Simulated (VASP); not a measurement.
# SrGaSi (P-6m2) in VASP: single point with LDA

Aim: the single point of SrGaSi with LDA.

Program: VASP 6.6.1. These are calculated values, not measurements. Logs are shortened: lines on timing, memory, paths and dates and some standing lists are left out, and cuts for length are marked.

## (1) The cell of the first run

Symmetry: P-6m2, No. 187, hexagonal system. The conventional cell has a = 4.122 Å, b = 4.122 Å, c = 4.567 Å, α = 90.00°, β = 90.00°, γ = 120.00°. Within 4.3 Å of Sr (site symmetry -6m2) lie 6 Ga at 3.30 Å and 6 Si at 3.30 Å and 6 Sr at 4.12 Å. Ga (site symmetry -6m2) has 3 Si at 2.38 Å within 3.1 Å. Within 3.1 Å of Si (site symmetry -6m2) lie 3 Ga at 2.38 Å.

## (2) Single point, LDA

Input file INCAR:

```
  PREC = Accurate
  ENCUT = 520
  EDIFF = 1E-6
  ISMEAR = 0
  SIGMA = 0.1
  LREAL = F
  LASPH = T
  NELM = 60
  ALGO = Fast
  ISIF = 2
  LWAVE = F
  LCHARG = T
  GGA = CA
  LELF = T
  LVHAR = T
  NBANDS = 20
```

Input file KPOINTS:

```
regular mesh
0
Gamma
  12 12 10
```

Input file POSCAR:

```
SrGaSi
1.0
    4.1222015488      0.0000000000      0.0000000000
   -2.0611007744      3.5699312608      0.0000000000
    0.0000000000      0.0000000000      4.5672494475
Sr Ga Si
1 1 1
Direct
    0.0000000000      0.0000000000      0.0000000000
    0.3333333333      0.6666666667      0.5000000000
    0.6666666667      0.3333333333      0.5000000000
```

Potentials or basis: VASP PAW LDA potentials, release 64 (Sr_sv, Ga_d, Si).

Started as:

```console
$ cat potpaw_LDA.64/Sr_sv/POTCAR potpaw_LDA.64/Ga_d/POTCAR potpaw_LDA.64/Si/POTCAR > POTCAR
$ mpirun -np 1 vasp_std > vasp.out
```

OUTCAR:

```text
PREC = Accurate
   ENCUT = 520
   EDIFF = 1E-6
   ISMEAR = 0
   LREAL = F
   LASPH = T
   NELM = 60
   ISIF = 2
   GGA = CA

 ion  position               nearest neighbor table
   1  0.000  0.000  0.000-   2 3.30   3 3.30   2 3.30   3 3.30   3 3.30   3 3.30   2 3.30   2 3.30
                             3 3.30   3 3.30   2 3.30   2 3.30
   2  0.333  0.667  0.500-   3 2.38   3 2.38   3 2.38   1 3.30   1 3.30   1 3.30   1 3.30   1 3.30
                             1 3.30
   3  0.667  0.333  0.500-   2 2.38   2 2.38   2 2.38   1 3.30   1 3.30   1 3.30   1 3.30   1 3.30
                             1 3.30

  LATTYP: Found a hexagonal cell.
 ALAT       =     4.1222015488
 C/A-ratio  =     1.1079636436

  Lattice vectors:

 A1 = (   4.1222015488,   0.0000000000,   0.0000000000)
 A2 = (  -2.0611007744,   3.5699312608,   0.0000000000)
 A3 = (   0.0000000000,   0.0000000000,   4.5672494475)

Analysis of symmetry for initial positions (statically):
=====================================================================
 Subroutine PRICEL returns:
 Original cell was already a primitive cell.

 Routine SETGRP: Setting up the symmetry group for a
 hexagonal supercell.

 Subroutine GETGRP returns: Found 12 space group operations
 (whereof 12 operations were pure point group operations)
 out of a pool of 24 trial point group operations.

The static configuration has the point symmetry D_3h.

Analysis of symmetry for dynamics (positions and initial velocities):
=====================================================================
 Subroutine PRICEL returns:
 Original cell was already a primitive cell.

 Routine SETGRP: Setting up the symmetry group for a
 hexagonal supercell.

 Subroutine GETGRP returns: Found 12 space group operations
 (whereof 12 operations were pure point group operations)
 out of a pool of 24 trial point group operations.

The dynamic configuration has the point symmetry D_3h.

 Subroutine INISYM returns: Found 12 space group operations
 (whereof 12 operations are pure point group operations),
 and found     1 'primitive' translations

----------------------------------------------------------------------------------------

                                     Primitive cell

  volume of cell :      67.2115

  direct lattice vectors                    reciprocal lattice vectors
[... 81 lines left out ...]
   ISTART =      0    job   : 0-new  1-cont  2-samecut
   ICHARG =      2    charge: 1-file 2-atom 10-const
   ISPIN  =      1    spin polarized calculation?
   LNONCOLLINEAR =      F non collinear calculations
   LSORBIT =      F    spin-orbit coupling
   LASPH  =      T    aspherical Exc in radial PAW
   ENCUT  =  520.0 eV  38.22 Ry    6.18 a.u.   7.66  7.66  8.49*2*pi/ulx,y,z
   NELM   =     60;   NELMIN=  2; NELMDL= -5     # of ELM steps
   EDIFF  = 0.1E-05   stopping-criterion for ELM
   LREAL  =      F    real-space projection
   EDIFFG = 0.1E-04   stopping-criterion for IOM
   NSW    =      0    number of steps for IOM
   IBRION =     -1    ionic relax: 0-MD 1-quasi-New 2-CG
   NFREE  =      0    steps in history (QN), initial steepest desc. (CG)
   ISIF   =      2    stress and relaxation
   ISYM   =      2    0-nonsym 1-usesym 2-fastsym
   POTIM  = 0.5000    time-step for ionic-motion
   TEBEG  =    0.0;   TEEND  =   0.0 temperature during run
   PSTRESS=    0.0 pullay stress
   NELECT =      27.0000    total number of electrons
   NUPDOWN=      -1.0000    fix difference up-down
   EMIN   =  10.00;   EMAX   =-10.00  energy-range for DOS
   EFERMI =   0.00;   METHOD = LEGACY
   ISMEAR =     0;   SIGMA  =   0.10  broadening in eV -4-tet -1-fermi 0-gaus
   EFERMI_NEDOS =   21; number of points for ismear=-14 and -15
   IALGO  =     68    algorithm
   IMIX   =      4    mixing-type and parameters
     AMIX     =   0.40;   BMIX     =  1.00
     AMIX_MAG =   1.60;   BMIX_MAG =  1.00
  volume/ion in A,a.u.               =      22.40       151.19
  Fermi-wavevector in a.u.,A,eV,Ry     =   1.207948  2.282690 19.852775  1.459138
  Thomas-Fermi vector in A             =   2.343570
   LORBIT       =      0    0 simple, 1 ext, 2 COOP (PROOUT), +10 PAW based schemes
   GGA     = CA    functional components
   LHFCALC =     F    Hartree Fock is set to
   AEXX    =    0.0000 exact exchange contribution
   IVDW    =     0    specifies the selected vdW correction
   LEPSILON=     F    determine dielectric tensor
   LRPA    =     F    only Hartree local field effects (RPA)
 non-spin polarized calculation
 RMM-DIIS sequential band-by-band and
 Gauss-broadening in eV      SIGMA  =   0.10
  energy-cutoff  :      520.00
  volume of cell :       67.21
 maximum number of plane-waves:      1847
 NGX is ok and might be reduce to    32
   NGX = 15   NGY = 15   NGZ = 17

 number of electron      27.0000007 magnetization

 Free energy of the ion-electron system (eV)
  ---------------------------------------------------
  ext. energy  EPLUGINS =         0.00000000
  ---------------------------------------------------
  free energy    TOTEN  =       -13.09472168 eV

  energy without entropy =      -13.08869110  energy(sigma->0) =      -13.09170639

 E-fermi :   4.9549     XC(G=0): -10.2043

 val. band max:        4.9527508849   @ k =   0.2500   0.0000   0.0000
 cond. band min:       4.9837131601   @ k =   0.2500   0.0833   0.5000
 fundamental gap:      0.0309622752
 Fermi energy:         4.9549278693

 k-point     1 :       0.0000    0.0000    0.0000
  band No.  band energies     occupation
      1     -30.0232      2.00000
      2     -12.2920      2.00000
      3     -12.0769      2.00000
      4     -12.0769      2.00000
      5     -10.2514      2.00000
      6     -10.2514      2.00000
[... 541 lines left out ...]
     19       9.8012      0.00000
     20      10.7037      0.00000

 [... further k-points ...]
[... 5 lines left out ...]
  --------------------------------------------------------------------------------------
  -------------------------------------------------------------------------------------
  Total        0.0704407      0.0704407      0.0542990      0.0000000      0.0000000     -0.0000000
  in kB        1.6791534      1.6791534      1.2943713      0.0000000      0.0000000     -0.0000000
  external PRESSURE =       1.5508927 kB  Pullay stress =       0.0000000 kB

 VOLUME and BASIS-vectors are now :
 -----------------------------------------------------------------------------
  energy-cutoff  :      520.00
  volume of cell :       67.21
      direct lattice vectors                 reciprocal lattice vectors
     4.122201549  0.000000000  0.000000000     0.242588818  0.140058719  0.000000000
    -2.061100774  3.569931261  0.000000000     0.000000000  0.280117438  0.000000000
     0.000000000  0.000000000  4.567249448     0.000000000  0.000000000  0.218950161

 POSITION                                       TOTAL-FORCE (eV/Angst)
 -----------------------------------------------------------------------------------
      0.00000      0.00000      0.00000        -0.000000      0.000000      0.000000
     -0.00000      2.37995      2.28362        -0.000000      0.000000      0.000000
      2.06110      1.18998      2.28362         0.000000     -0.000000      0.000000
 -----------------------------------------------------------------------------------
    total drift:                                0.000001     -0.000001     -0.000000

  FREE ENERGIE OF THE ION-ELECTRON SYSTEM (eV)
  ---------------------------------------------------
  free  energy   TOTEN  =       -13.0947216801 eV

  energy  without entropy=      -13.0886911001  energy(sigma->0) =      -13.09170639
```

Wall time 1.8 min (1 thread of Intel Xeon 6975P-C (Granite Rapids), shared host); peak memory 0.29 GiB.

What came out:

- Free energy: -13.0947 eV
- Pressure: 0.2 GPa
